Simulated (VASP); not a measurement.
# H2C5 in VASP: single point with PBEsol

Aim: the single point of H2C5 with PBEsol.

All numbers are computed with VASP 6.6.1; they aren't measurements. Logs are shortened: lines on timing, memory, paths and dates and some standing lists are left out, and cuts for length are marked.

**1. The cell of the first run**

The cell holds a slab with vacuum, 56 atoms: a = 5.049 Å, b = 10.097 Å, c = 17.165 Å, α = 90.00°, β = 90.00°, γ = 90.00°.

**2. Single point, PBEsol**

Input file INCAR:

```
SYSTEM = H2C5
  PREC = Accurate
  ENCUT = 520
  EDIFF = 1E-6
  ISMEAR = -1
  SIGMA = 0.02
  LREAL = Auto
  LASPH = .True.
  NELM = 100
  ALGO = Normal
  ISIF = 2
  LWAVE = .False.
  LCHARG = .True.
  GGA = PS
  LELF = .True.
  LVHAR = .True.
  NBANDS = 122
```

Input file KPOINTS:

```
regular mesh
0
Gamma
  2 1 1
  0 0 0
```

Input file POSCAR:

```
H2C5
1.0
    5.0487420000      0.0000000000      0.0000000000
    0.0000000000     10.0974850000      0.0000000000
    0.0000000000      0.0000000000     17.1647000000
H C
16 40
Direct
    0.4277897346      0.0000000000      0.0582591015
    0.0722160095      0.0000000000      0.0582591015
    0.9277954786      0.0000000000      0.0582591015
    0.5722217535      0.0000000000      0.0582591015
    0.4277897346      0.2500028472      0.0582591015
    0.0722160095      0.2500028472      0.0582591015
    0.9277954786      0.2500028472      0.0582591015
    0.5722217535      0.2500028472      0.0582591015
    0.4277897346      0.4999957910      0.0582591015
    0.0722160095      0.4999957910      0.0582591015
    0.9277954786      0.4999957910      0.0582591015
    0.5722217535      0.4999957910      0.0582591015
    0.4277897346      0.7499986383      0.0582591015
    0.0722160095      0.7499986383      0.0582591015
    0.9277954786      0.7499986383      0.0582591015
    0.5722217535      0.7499986383      0.0582591015
    0.2500028720      0.0000000000      0.0952361533
    0.7500086160      0.0000000000      0.0952361533
    0.2500028720      0.2500028472      0.0952361533
    0.7500086160      0.2500028472      0.0952361533
    0.2500028720      0.4999957910      0.0952361533
    0.7500086160      0.4999957910      0.0952361533
    0.2500028720      0.7499986383      0.0952361533
    0.7500086160      0.7499986383      0.0952361533
    0.2500028720      0.1250014236      0.1472324014
    0.7500086160      0.1250014236      0.1472324014
    0.2500028720      0.3750042709      0.1472324014
    0.7500086160      0.3750042709      0.1472324014
    0.2500028720      0.6249972147      0.1472324014
    0.7500086160      0.6249972147      0.1472324014
    0.2500028720      0.8750000619      0.1472324014
    0.7500086160      0.8750000619      0.1472324014
    0.0054072876      0.1273089289      0.1920919096
    0.5050961210      0.1211984965      0.1937814235
   -0.0040208036      0.3824120561      0.2067382477
    0.5129792729      0.3771533209      0.2059575757
    0.0055063222      0.6299588462      0.1927152819
    0.4978665973      0.6225114472      0.1955291965
    0.0144392405      0.8758814695      0.2066392072
    0.4962028165      0.8715437557      0.2054099402
    0.0120227970      0.0063778258      0.2566080386
    0.5023429599      0.0048725004      0.2561710953
   -0.0071304891      0.2464475065      0.2572663664
    0.4974506521      0.2380493757      0.2490693109
   -0.0029116164      0.5127316356      0.2540446381
    0.4964008856      0.5054624988      0.2571848037
    0.0004555590      0.7468790496      0.2536193467
    0.4914689640      0.7377777734      0.2536309985
    0.2563806984      0.0619758286      0.2901769329
    0.7548613100      0.0551919612      0.2971913287
    0.2585594590      0.1971084879      0.2894428682
    0.7527617771      0.1913545799      0.2943482846
    0.2433477488      0.5610803086      0.2935909162
    0.7539105781      0.5566831741      0.2938996895
    0.2455859301      0.6976885829      0.2960902317
    0.7421254641      0.6942421801      0.2914061999
```

Potentials or basis: VASP PAW PBE potentials, release 64 (H, C).

The run is started by

```sh
> cat potpaw_PBE.64/H/POTCAR potpaw_PBE.64/C/POTCAR > POTCAR
> mpirun -np 1 vasp_std > vasp.out
```

OUTCAR:

```text
SYSTEM = H2C5
   PREC = Accurate
   ENCUT = 520
   EDIFF = 1E-6
   ISMEAR = -1
   LREAL = Auto
   LASPH = .True.
   NELM = 100
   ISIF = 2
   GGA = PS

 ion  position               nearest neighbor table
   1  0.428  0.000  0.058-   4 0.73  17 1.10
   2  0.072  0.000  0.058-   3 0.73  17 1.10
   3  0.928  0.000  0.058-   2 0.73  18 1.10
   4  0.572  0.000  0.058-   1 0.73  18 1.10
   5  0.428  0.250  0.058-   8 0.73  19 1.10
   6  0.072  0.250  0.058-   7 0.73  19 1.10
[... 8 lines left out ...]
  15  0.928  0.750  0.058-  14 0.73  24 1.10
  16  0.572  0.750  0.058-  13 0.73  24 1.10
  17  0.250  0.000  0.095-   2 1.10   1 1.10  31 1.55  25 1.55
  18  0.750  0.000  0.095-   4 1.10   3 1.10  32 1.55  26 1.55
  19  0.250  0.250  0.095-   6 1.10   5 1.10  25 1.55  27 1.55
  20  0.750  0.250  0.095-   8 1.10   7 1.10  26 1.55  28 1.55
  21  0.250  0.500  0.095-  10 1.10   9 1.10  27 1.55  29 1.55
  22  0.750  0.500  0.095-  12 1.10  11 1.10  28 1.55  30 1.55
[... 24 lines left out ...]
  47  0.000  0.747  0.254-  55 1.52  39 1.53  56 1.55  37 1.58
  48  0.491  0.738  0.254-  56 1.49  55 1.50  38 1.53  40 1.58
  49  0.256  0.062  0.290-  51 1.36  41 1.47  42 1.49
  50  0.755  0.055  0.297-  52 1.38  42 1.54  41 1.55
  51  0.259  0.197  0.289-  49 1.36  44 1.45  43 1.53
  52  0.753  0.191  0.294-  50 1.38  43 1.48  44 1.58
  53  0.243  0.561  0.294-  55 1.38  45 1.50  46 1.53
  54  0.754  0.557  0.294-  56 1.39  45 1.47  46 1.53
  55  0.246  0.698  0.296-  53 1.38  48 1.50  47 1.52
  56  0.742  0.694  0.291-  54 1.39  48 1.49  47 1.55

  LATTYP: Found a simple orthorhombic cell.
 ALAT       =     5.0487420000
 B/A-ratio  =     2.0000001981
 C/A-ratio  =     3.3997974149

  Lattice vectors:

 A1 = (   5.0487420000,   0.0000000000,   0.0000000000)
 A2 = (   0.0000000000,  10.0974850000,   0.0000000000)
 A3 = (   0.0000000000,   0.0000000000,  17.1647000000)

Analysis of symmetry for initial positions (statically):
=====================================================================
 Subroutine PRICEL returns:
 Original cell was already a primitive cell.

 Routine SETGRP: Setting up the symmetry group for a
 simple orthorhombic supercell.

 Subroutine GETGRP returns: Found  1 space group operations
 (whereof  1 operations were pure point group operations)
 out of a pool of  8 trial point group operations.

The static configuration has the point symmetry C_1 .

Analysis of symmetry for dynamics (positions and initial velocities):
=====================================================================
 Subroutine PRICEL returns:
 Original cell was already a primitive cell.

 Routine SETGRP: Setting up the symmetry group for a
 simple orthorhombic supercell.

 Subroutine GETGRP returns: Found  1 space group operations
 (whereof  1 operations were pure point group operations)
 out of a pool of  8 trial point group operations.

The dynamic configuration has the point symmetry C_1 .

 Subroutine INISYM returns: Found  1 space group operations
 (whereof  1 operations are pure point group operations),
 and found     1 'primitive' translations

----------------------------------------------------------------------------------------

                                     Primitive cell

  volume of cell :     875.0495

  direct lattice vectors                    reciprocal lattice vectors
     5.048742000  0.000000000  0.000000000     0.198069143  0.000000000  0.000000000
     0.000000000 10.097485000  0.000000000     0.000000000  0.099034562  0.000000000
     0.000000000  0.000000000 17.164700000     0.000000000  0.000000000  0.058259102

  length of vectors
     5.048742000 10.097485000 17.164700000     0.198069143  0.099034562  0.058259102

  position of ions in fractional coordinates (direct lattice)
     0.427789735  0.000000000  0.058259101
     0.072216010  0.000000000  0.058259101
     0.927795479  0.000000000  0.058259101
     0.572221754  0.000000000  0.058259101
     0.427789735  0.250002847  0.058259101
     0.072216010  0.250002847  0.058259101
[... 48 lines left out ...]
     0.245585930  0.697688583  0.296090232
     0.742125464  0.694242180  0.291406200

  ion indices of the primitive-cell ions
   primitive index   ion index
                 1           1
                 2           2
                 3           3
                 4           4
                 5           5
                 6           6
[... 48 lines left out ...]
                55          55
                56          56

----------------------------------------------------------------------------------------

 KPOINTS: regular mesh

Automatic generation of k-mesh.
 Grid dimensions read from file:
 generate k-points for:    2    1    1

 Generating k-lattice:

  Cartesian coordinates                     Fractional coordinates (reciprocal lattice)
     0.099034571  0.000000000  0.000000000     0.500000000  0.000000000  0.000000000
     0.000000000  0.099034562  0.000000000     0.000000000  1.000000000  0.000000000
     0.000000000  0.000000000  0.058259102     0.000000000  0.000000000  1.000000000

  Length of vectors
     0.099034571  0.099034562  0.058259102

  Shift w.r.t. Gamma in fractional coordinates (k-lattice)
     0.000000000  0.000000000  0.000000000

 Subroutine IBZKPT returns following result:
 ===========================================

 Found      2 irreducible k-points:

 Following reciprocal coordinates:
            Coordinates               Weight
  0.000000  0.000000  0.000000      1.000000
  0.500000  0.000000  0.000000      1.000000
   k-points           NKPTS =      2   k-points in BZ     NKDIM =      2   number of bands    NBANDS=    122
   number of dos      NEDOS =    301   number of ions     NIONS =     56
   total plane-waves  NPLWV = 409600
   dimension x,y,z NGX =    40 NGY =   80 NGZ =  128
   dimension x,y,z NGXF=    80 NGYF=  160 NGZF=  256
   ions per type =              16  40
   NGX,Y,Z   is equivalent  to a cutoff of  13.17, 13.17, 12.40 a.u.
   NGXF,Y,Z  is equivalent  to a cutoff of  26.34, 26.34, 24.79 a.u.
 SYSTEM =  H2C5
   PREC   = accura    normal or accurate (medium, high low for compatibility)
   ISTART =      0    job   : 0-new  1-cont  2-samecut
   ICHARG =      2    charge: 1-file 2-atom 10-const
   ISPIN  =      1    spin polarized calculation?
   LNONCOLLINEAR =      F non collinear calculations
   LSORBIT =      F    spin-orbit coupling
   LASPH  =      T    aspherical Exc in radial PAW
   ENCUT  =  520.0 eV  38.22 Ry    6.18 a.u.   9.39 18.77 31.91*2*pi/ulx,y,z
   NELM   =    100;   NELMIN=  2; NELMDL= -5     # of ELM steps
   EDIFF  = 0.1E-05   stopping-criterion for ELM
   LREAL  =      T    real-space projection
   EDIFFG = 0.1E-04   stopping-criterion for IOM
   NSW    =      0    number of steps for IOM
   IBRION =     -1    ionic relax: 0-MD 1-quasi-New 2-CG
   NFREE  =      0    steps in history (QN), initial steepest desc. (CG)
   ISIF   =      2    stress and relaxation
   ISYM   =      2    0-nonsym 1-usesym 2-fastsym
   POTIM  = 0.5000    time-step for ionic-motion
   TEBEG  =    0.0;   TEEND  =   0.0 temperature during run
   PSTRESS=    0.0 pullay stress
   NELECT =     176.0000    total number of electrons
   NUPDOWN=      -1.0000    fix difference up-down
   EMIN   =  10.00;   EMAX   =-10.00  energy-range for DOS
   EFERMI =   0.00;   METHOD = LEGACY
   ISMEAR =    -1;   SIGMA  =   0.02  broadening in eV -4-tet -1-fermi 0-gaus
   EFERMI_NEDOS =   21; number of points for ismear=-14 and -15
   IALGO  =     38    algorithm
   IMIX   =      4    mixing-type and parameters
     AMIX     =   0.40;   BMIX     =  1.00
     AMIX_MAG =   1.60;   BMIX_MAG =  1.00
  volume/ion in A,a.u.               =      15.63       105.45
  Fermi-wavevector in a.u.,A,eV,Ry     =   0.959183  1.812593 12.517798  0.920032
  Thomas-Fermi vector in A             =   2.088357
   LORBIT       =      0    0 simple, 1 ext, 2 COOP (PROOUT), +10 PAW based schemes
   GGA     = PS    functional components
   LHFCALC =     F    Hartree Fock is set to
   AEXX    =    0.0000 exact exchange contribution
   IVDW    =     0    specifies the selected vdW correction
   LEPSILON=     F    determine dielectric tensor
   LRPA    =     F    only Hartree local field effects (RPA)
 non-spin polarized calculation
  energy-cutoff  :      520.00
  volume of cell :      875.05
 maximum number of plane-waves:     23593
 NGX is ok and might be reduce to    40
   NGX = 19   NGY = 37   NGZ = 63

 number of electron     176.0000005 magnetization

 Free energy of the ion-electron system (eV)
  ---------------------------------------------------
  ext. energy  EPLUGINS =         0.00000000
  ---------------------------------------------------
  free energy    TOTEN  =      -395.80365203 eV

  energy without entropy =     -395.80365203  energy(sigma->0) =     -395.80365203

 E-fermi :   0.6019     XC(G=0):  -4.8790

 val. band max:        0.2143327668   @ k =   0.0000   0.0000   0.0000
 cond. band min:       0.9892031999   @ k =   0.0000   0.0000   0.0000
 fundamental gap:      0.7748704331
 Fermi energy:         0.6018895083

 k-point     1 :       0.0000    0.0000    0.0000
  band No.  band energies     occupation
      1     -21.3212      2.00000
      2     -20.8511      2.00000
      3     -19.2104      2.00000
      4     -19.0896      2.00000
      5     -18.3721      2.00000
      6     -17.0286      2.00000
[... 92 lines left out ...]
     99       3.9144      0.00000
    100       3.9420      0.00000

 k-point     2 :       0.5000    0.0000    0.0000
  band No.  band energies     occupation
      1     -20.2832      2.00000
      2     -20.0955      2.00000
      3     -19.8557      2.00000
      4     -19.5439      2.00000
      5     -18.1141      2.00000
      6     -18.0510      2.00000
[... 92 lines left out ...]
     99       4.4879      0.00000
    100       4.5408      0.00000
 [bands above 100 left out]

------------------------ aborting loop because EDIFF is reached ----------------------------------------

  FORCE on cell =-STRESS in cart. coord.  units (eV):
  Direction    XX          YY          ZZ          XY          YZ          ZX
  --------------------------------------------------------------------------------------
  -------------------------------------------------------------------------------------
  Total      158.0334972    -19.2614593    -14.0341921      2.0471580     -0.1712449     -1.6799642
  in kB      289.3524215    -35.2668895    -25.6959920      3.7482567     -0.3135418     -3.0759411
  external PRESSURE =      76.1298467 kB  Pullay stress =       0.0000000 kB

 VOLUME and BASIS-vectors are now :
 -----------------------------------------------------------------------------
  energy-cutoff  :      520.00
  volume of cell :      875.05
      direct lattice vectors                 reciprocal lattice vectors
     5.048742000  0.000000000  0.000000000     0.198069143  0.000000000  0.000000000
     0.000000000 10.097485000  0.000000000     0.000000000  0.099034562  0.000000000
     0.000000000  0.000000000 17.164700000     0.000000000  0.000000000  0.058259102

 POSITION                                       TOTAL-FORCE (eV/Angst)
 -----------------------------------------------------------------------------------
      2.15980      0.00000      1.00000        -8.904507     -0.044383      0.055533
      0.36460      0.00000      1.00000         8.914409     -0.097932      0.024753
      4.68420      0.00000      1.00000        -8.943873     -0.106048      0.011924
      2.88900      0.00000      1.00000         8.921230     -0.055887      0.014705
      2.15980      2.52440      1.00000        -8.923419      0.105452      0.023192
      0.36460      2.52440      1.00000         8.916608      0.034643      0.038576
[... 48 lines left out ...]
      1.23990      7.04490      5.08230        -0.141163     -0.428973     -0.381490
      3.74680      7.01010      5.00190         1.443576      0.060759      0.405118
 -----------------------------------------------------------------------------------
    total drift:                                0.003900      0.029626     -0.099366

  FREE ENERGIE OF THE ION-ELECTRON SYSTEM (eV)
  ---------------------------------------------------
  free  energy   TOTEN  =      -395.8036520300 eV

  energy  without entropy=     -395.8036520268  energy(sigma->0) =     -395.80365203
```

Run time: 5.8 min. Hardware: 1 thread of AMD EPYC 9R45 (Zen 5), shared host; peak memory 0.84 GiB.

Results:

| Property | Result |
| --- | --- |
| Free energy | -395.8037 eV |
| Largest force | 8.945 eV/Å |
| Band gap on the k mesh | 0.77 eV |

Forces in eV/Å, atoms in the order of the input:
```
H   -8.905 -0.044  0.056
H    8.914 -0.098  0.025
H   -8.944 -0.106  0.012
H    8.921 -0.056  0.015
H   -8.923  0.105  0.023
H    8.917  0.035  0.039
H   -8.922  0.048  0.062
H    8.907  0.121  0.032
H   -8.916 -0.017  0.041
H    8.919 -0.057  0.002
H   -8.935 -0.058  0.024
H    8.925 -0.026  0.026
H   -8.905  0.100  0.025
H    8.914  0.016  0.054
H   -8.941 -0.003  0.025
H    8.910  0.119  0.000
C   -0.156 -0.203  1.233
C    0.046 -0.288  1.269
C    0.091  0.289  1.452
C   -0.121  0.209  1.466
C   -0.118 -0.278  1.252
C    0.005 -0.117  1.196
C    0.141  0.214  1.226
C   -0.145  0.228  1.344
C    0.963 -0.215 -3.993
C    0.842 -0.429 -3.918
C    0.247  0.690  1.538
C    0.453  0.972  1.366
C    0.614 -0.030 -3.740
C    0.025  0.025 -3.198
C    0.528 -0.037  1.205
C    0.230 -0.015  1.528
C   -1.710 -0.438  1.974
C   -0.275  0.296 -0.349
C    0.673 -1.998 -0.595
C   -2.466 -1.564 -0.724
C   -1.530 -0.759  0.972
C    0.068  0.113 -0.722
C   -2.045  0.380 -0.490
C    0.911  0.552 -0.080
C   -1.606  1.365 -1.084
C    0.554  0.752 -1.012
C    1.914 -0.441 -1.552
C    2.329  1.251  1.405
C    0.532  0.087 -0.518
C    0.811  0.985 -0.642
C   -0.389 -1.391  0.298
C    0.752  1.123 -0.134
C    0.029 -1.204  1.321
C    0.379 -0.527 -1.130
C   -1.920  0.248  1.205
C   -0.983  0.444 -0.256
C    0.533 -0.935  0.267
C   -1.440  0.933  0.137
C   -0.141 -0.429 -0.381
C    1.444  0.061  0.405
```

Caveat: the k points lie up to 0.62 Å⁻¹ apart; the atoms stand as in a frame of molecular dynamics; the PAW data sets were made with another functional, which shifts forces and pressure a little.
